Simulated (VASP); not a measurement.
# Sr (P6_3/mmc) in VASP: further runs

The runs below take Sr through single point, relaxation of cell and atoms, with PBE+D3(BJ).

Program: VASP 6.6.1. These are calculated values, not measurements. Logs are shortened: lines on timing, memory, paths and dates and some standing lists are left out, and cuts for length are marked.

## (1) The cell of the first run

It takes space group P6_3/mmc (No. 194, hexagonal). Conventional cell: a = 4.195 Å, b = 4.195 Å, c = 6.894 Å, α = 90.00°, β = 90.00°, γ = 120.00°. Sr (site symmetry -6m2) has 12 Sr at 4.20 to 4.21 Å within 5.5 Å.

This isn't the form of Sr at room conditions, which is fcc.

## (2) Single point, PBE+D3(BJ)

Contents of INCAR:

```
SYSTEM = Sr
  ALGO = Normal
  EDIFF = 1E-7
  ENCUT = 520
  GGA = PE
  ISIF = 2
  ISMEAR = 0
  IVDW = 12
  LASPH = .True.
  LCHARG = .False.
  LREAL = .False.
  LWAVE = .False.
  NBANDS = 17
  NELM = 100
  PREC = Accurate
  SIGMA = 0.1
```

Contents of KPOINTS:

```
k-points
0
Gamma
  12 12 6
  0 0 0
```

Contents of POSCAR:

```
Sr
1.0
    4.1954816765      0.0000000000      0.0000000000
   -2.0977408382      3.6333937130      0.0000000000
    0.0000000000      0.0000000000      6.8936259942
Sr
2
Direct
    0.3333333333      0.6666666667      0.2500000000
    0.6666666667      0.3333333333      0.7500000000
```

Potentials or basis: VASP PAW PBE potentials, release 64 (Sr_sv).

On the command line:

```console
$ cat potpaw_PBE.64/Sr_sv/POTCAR > POTCAR
$ mpirun -np 1 vasp_std > vasp.out
```

OUTCAR:

```text
SYSTEM = Sr
   EDIFF = 1E-7
   ENCUT = 520
   GGA = PE
   ISIF = 2
   ISMEAR = 0
   IVDW = 12
   LASPH = .True.
   LREAL = .False.
   NELM = 100
   PREC = Accurate
 IVDW          = 12

 ion  position               nearest neighbor table
   1  0.333  0.667  0.250-   2 4.21   2 4.21   2 4.21   2 4.21   2 4.21   2 4.21
   2  0.667  0.333  0.750-   1 4.21   1 4.21   1 4.21   1 4.21   1 4.21   1 4.21

  LATTYP: Found a hexagonal cell.
 ALAT       =     4.1954816765
 C/A-ratio  =     1.6431071628

  Lattice vectors:

 A1 = (   4.1954816765,   0.0000000000,   0.0000000000)
 A2 = (  -2.0977408382,   3.6333937130,   0.0000000000)
 A3 = (   0.0000000000,   0.0000000000,   6.8936259942)

Analysis of symmetry for initial positions (statically):
=====================================================================
 Subroutine PRICEL returns:
 Original cell was already a primitive cell.

 Routine SETGRP: Setting up the symmetry group for a
 hexagonal supercell.

 Subroutine GETGRP returns: Found 24 space group operations
 (whereof 12 operations were pure point group operations)
 out of a pool of 24 trial point group operations.

The static configuration has the point symmetry D_3d.
 The point group associated with its full space group is D_6h.

Analysis of symmetry for dynamics (positions and initial velocities):
=====================================================================
 Subroutine PRICEL returns:
 Original cell was already a primitive cell.

 Routine SETGRP: Setting up the symmetry group for a
 hexagonal supercell.

 Subroutine GETGRP returns: Found 24 space group operations
 (whereof 12 operations were pure point group operations)
 out of a pool of 24 trial point group operations.

The dynamic configuration has the point symmetry D_3d.
 The point group associated with its full space group is D_6h.

 Subroutine INISYM returns: Found 24 space group operations
 (whereof 12 operations are pure point group operations),
 and found     1 'primitive' translations

----------------------------------------------------------------------------------------

                                     Primitive cell

  volume of cell :     105.0853

  direct lattice vectors                    reciprocal lattice vectors
     4.195481677  0.000000000  0.000000000     0.238351655  0.137612392  0.000000000
    -2.097740838  3.633393713  0.000000000     0.000000000  0.275224784  0.000000000
     0.000000000  0.000000000  6.893625994     0.000000000  0.000000000  0.145061540

  length of vectors
     4.195481677  4.195481677  6.893625994     0.275224784  0.275224784  0.145061540

  position of ions in fractional coordinates (direct lattice)
     0.333333333  0.666666667  0.250000000
     0.666666667  0.333333333  0.750000000

  ion indices of the primitive-cell ions
   primitive index   ion index
                 1           1
                 2           2

----------------------------------------------------------------------------------------

 KPOINTS: k-points

Automatic generation of k-mesh.
 Grid dimensions read from file:
 generate k-points for:   12   12    6

 Generating k-lattice:

  Cartesian coordinates                     Fractional coordinates (reciprocal lattice)
     0.019862638  0.011467699  0.000000000     0.083333333  0.000000000  0.000000000
     0.000000000  0.022935399  0.000000000     0.000000000  0.083333333  0.000000000
     0.000000000  0.000000000  0.024176923     0.000000000  0.000000000  0.166666667

  Length of vectors
     0.022935399  0.022935399  0.024176923

  Shift w.r.t. Gamma in fractional coordinates (k-lattice)
     0.000000000  0.000000000  0.000000000

 Subroutine IBZKPT returns following result:
 ===========================================

 Found     76 irreducible k-points:

 Following reciprocal coordinates:
            Coordinates               Weight
  0.000000  0.000000  0.000000      1.000000
  0.083333 -0.000000  0.000000      6.000000
  0.166667 -0.000000  0.000000      6.000000
  0.250000 -0.000000  0.000000      6.000000
  0.333333 -0.000000  0.000000      6.000000
  0.416667 -0.000000  0.000000      6.000000
[... 16 lines left out ...]
  0.250000 -0.000000  0.166667     12.000000
  0.333333 -0.000000  0.166667     12.000000
 [... further k-points ...]
   k-points           NKPTS =     76   k-points in BZ     NKDIM =     76   number of bands    NBANDS=     17
   number of dos      NEDOS =    301   number of ions     NIONS =      2
   total plane-waves  NPLWV =  55296
   dimension x,y,z NGX =    32 NGY =   32 NGZ =   54
   dimension x,y,z NGXF=    64 NGYF=   64 NGZF=  108
   ions per type =               2
   NGX,Y,Z   is equivalent  to a cutoff of  12.68, 12.68, 13.02 a.u.
   NGXF,Y,Z  is equivalent  to a cutoff of  25.36, 25.36, 26.05 a.u.
 SYSTEM =  Sr
   PREC   = accura    normal or accurate (medium, high low for compatibility)
   ISTART =      0    job   : 0-new  1-cont  2-samecut
   ICHARG =      2    charge: 1-file 2-atom 10-const
   ISPIN  =      1    spin polarized calculation?
   LNONCOLLINEAR =      F non collinear calculations
   LSORBIT =      F    spin-orbit coupling
   LASPH  =      T    aspherical Exc in radial PAW
   ENCUT  =  520.0 eV  38.22 Ry    6.18 a.u.   7.80  7.80 12.82*2*pi/ulx,y,z
   NELM   =    100;   NELMIN=  2; NELMDL= -5     # of ELM steps
   EDIFF  = 0.1E-06   stopping-criterion for ELM
   LREAL  =      F    real-space projection
   EDIFFG = 0.1E-05   stopping-criterion for IOM
   NSW    =      0    number of steps for IOM
   IBRION =     -1    ionic relax: 0-MD 1-quasi-New 2-CG
   NFREE  =      0    steps in history (QN), initial steepest desc. (CG)
   ISIF   =      2    stress and relaxation
   ISYM   =      2    0-nonsym 1-usesym 2-fastsym
   POTIM  = 0.5000    time-step for ionic-motion
   TEBEG  =    0.0;   TEEND  =   0.0 temperature during run
   PSTRESS=    0.0 pullay stress
   NELECT =      20.0000    total number of electrons
   NUPDOWN=      -1.0000    fix difference up-down
   EMIN   =  10.00;   EMAX   =-10.00  energy-range for DOS
   EFERMI =   0.00;   METHOD = LEGACY
   ISMEAR =     0;   SIGMA  =   0.10  broadening in eV -4-tet -1-fermi 0-gaus
   EFERMI_NEDOS =   21; number of points for ismear=-14 and -15
   IALGO  =     38    algorithm
   IMIX   =      4    mixing-type and parameters
     AMIX     =   0.40;   BMIX     =  1.00
     AMIX_MAG =   1.60;   BMIX_MAG =  1.00
  volume/ion in A,a.u.               =      52.54       354.58
  Fermi-wavevector in a.u.,A,eV,Ry     =   0.941682  1.779521 12.065164  0.886765
  Thomas-Fermi vector in A             =   2.069217
   LORBIT       =      0    0 simple, 1 ext, 2 COOP (PROOUT), +10 PAW based schemes
   GGA     = PE    functional components
   LHFCALC =     F    Hartree Fock is set to
   AEXX    =    0.0000 exact exchange contribution
   IVDW    =    12    specifies the selected vdW correction
   LEPSILON=     F    determine dielectric tensor
   LRPA    =     F    only Hartree local field effects (RPA)
 non-spin polarized calculation
 Gauss-broadening in eV      SIGMA  =   0.10
  energy-cutoff  :      520.00
  volume of cell :      105.09
 maximum number of plane-waves:      2853
 NGX is ok and might be reduce to    32
   NGX = 15   NGY = 15   NGZ = 25

 number of electron      20.0000000 magnetization

 Free energy of the ion-electron system (eV)
  ---------------------------------------------------
  ext. energy  EPLUGINS =         0.00000000
  ---------------------------------------------------
  free energy    TOTEN  =        -3.26338810 eV

  energy without entropy =       -3.24997484  energy(sigma->0) =       -3.25668147

 E-fermi :   1.7612     XC(G=0):  -7.4896

 val. band max:        1.7594239040   @ k =   0.3333   0.1667   0.0000
 cond. band min:       1.7627927297   @ k =   0.4167  -0.0000   0.0000
 fundamental gap:      0.0033688256
 Fermi energy:         1.7612126670

 k-point     1 :       0.0000    0.0000    0.0000
  band No.  band energies     occupation
      1     -34.7811      2.00000
      2     -34.7643      2.00000
      3     -16.8856      2.00000
      4     -16.6916      2.00000
      5     -16.6916      2.00000
      6     -16.6613      2.00000
[... 9 lines left out ...]
     16       4.5223      0.00000
     17       5.0832      0.00000

 k-point     2 :       0.0833   -0.0000    0.0000
  band No.  band energies     occupation
      1     -34.7800      2.00000
      2     -34.7637      2.00000
      3     -16.8805      2.00000
      4     -16.7036      2.00000
      5     -16.6954      2.00000
      6     -16.6738      2.00000
[... 9 lines left out ...]
     16       4.6221      0.00000
     17       4.8969      0.00000

 k-point     3 :       0.1667   -0.0000    0.0000
  band No.  band energies     occupation
      1     -34.7771      2.00000
      2     -34.7623      2.00000
      3     -16.8659      2.00000
      4     -16.7366      2.00000
      5     -16.7074      2.00000
      6     -16.7054      2.00000
[... 9 lines left out ...]
     16       4.5643      0.00000
     17       4.7002      0.00000

 k-point     4 :       0.2500   -0.0000    0.0000
  band No.  band energies     occupation
      1     -34.7730      2.00000
      2     -34.7605      2.00000
      3     -16.8440      2.00000
      4     -16.7818      2.00000
      5     -16.7520      2.00000
      6     -16.7187      2.00000
[... 9 lines left out ...]
     16       4.9149      0.00000
     17       4.9451      0.00000
[... 343 lines left out ...]
      1     -34.7761      2.00000
      2     -34.7633      2.00000
      3     -16.8549      2.00000
      4     -16.7329      2.00000
      5     -16.7161      2.00000
      6     -16.7030      2.00000
[... 9 lines left out ...]
     16       4.6849      0.00000
     17       5.0088      0.00000

 k-point    23 :       0.2500   -0.0000    0.1667
  band No.  band energies     occupation
      1     -34.7722      2.00000
      2     -34.7613      2.00000
      3     -16.8407      2.00000
      4     -16.7739      2.00000
      5     -16.7589      2.00000
      6     -16.7159      2.00000
[... 9 lines left out ...]
     16       4.9502      0.00000
     17       5.0541      0.00000

 k-point    24 :       0.3333   -0.0000    0.1667
  band No.  band energies     occupation
      1     -34.7680      2.00000
      2     -34.7596      2.00000
      3     -16.8445      2.00000
      4     -16.8076      2.00000
      5     -16.7871      2.00000
      6     -16.7286      2.00000
[... 9 lines left out ...]
     16       5.3698      0.00000
     17       5.4732      0.00000

 [... further k-points ...]

------------------------ aborting loop because EDIFF is reached ----------------------------------------

 Edisp (eV)   -0.40857

 E8    (eV) :    -0.2234

  FORCE on cell =-STRESS in cart. coord.  units (eV):
  Direction    XX          YY          ZZ          XY          YZ          ZX
  --------------------------------------------------------------------------------------
  -------------------------------------------------------------------------------------
  Total       0.03079     0.03079     0.01487     0.00000     0.00000     0.00000
  in kB       0.46948     0.46948     0.22678     0.00000     0.00000     0.00000
  external pressure =        0.39 kB  Pullay stress =        0.00 kB

 VOLUME and BASIS-vectors are now :
 -----------------------------------------------------------------------------
  energy-cutoff  :      520.00
  volume of cell :      105.09
      direct lattice vectors                 reciprocal lattice vectors
     4.195481677  0.000000000  0.000000000     0.238351655  0.137612392  0.000000000
    -2.097740838  3.633393713  0.000000000     0.000000000  0.275224784  0.000000000
     0.000000000  0.000000000  6.893625994     0.000000000  0.000000000  0.145061540

 POSITION                                       TOTAL-FORCE (eV/Angst)
 -----------------------------------------------------------------------------------
     -0.00000      2.42226      1.72341         0.000000     -0.000000     -0.000000
      2.09774      1.21113      5.17022        -0.000000      0.000000      0.000000
 -----------------------------------------------------------------------------------
    total drift:                               -0.000000      0.000000     -0.000000

  FREE ENERGIE OF THE ION-ELECTRON SYSTEM (eV)
  ---------------------------------------------------
  free  energy   TOTEN  =        -3.6719540387 eV

  energy  without entropy=       -3.6585407829  energy(sigma->0) =       -3.66524741
```

Run time: 1.7 min. Hardware: 1 thread of Intel Xeon Platinum 8259CL at 2.50GHz (Skylake/Cascade Lake), shared host; peak memory 0.29 GiB.

Results:

```
Free energy                : -3.6720 eV
Pressure                   : 0.0 GPa
Band gap on the k mesh     : zero (bands 10 and 11 overlap by 0.24 eV)
Dispersion energy per atom : -0.204 eV
```

Levels at points of the mesh, in eV from the Fermi level:
```csv
k point,band 8,band 9,band 10,band 11,band 12,band 13
"(0.00, 0.00, 0.00)",-18.42,-3.74,-1.19,0.08,2.31,2.34
"(0.50, 0.00, 0.00)",-18.45,-1.13,-0.54,0.01,0.22,1.33
"(0.00, 0.00, 0.50)",-18.44,-2.77,-2.77,1.26,1.26,2.34
"(0.50, 0.00, 0.50)",-18.48,-0.85,-0.85,0.28,0.28,1.33
```

(Part 1 of 2 ends here.)
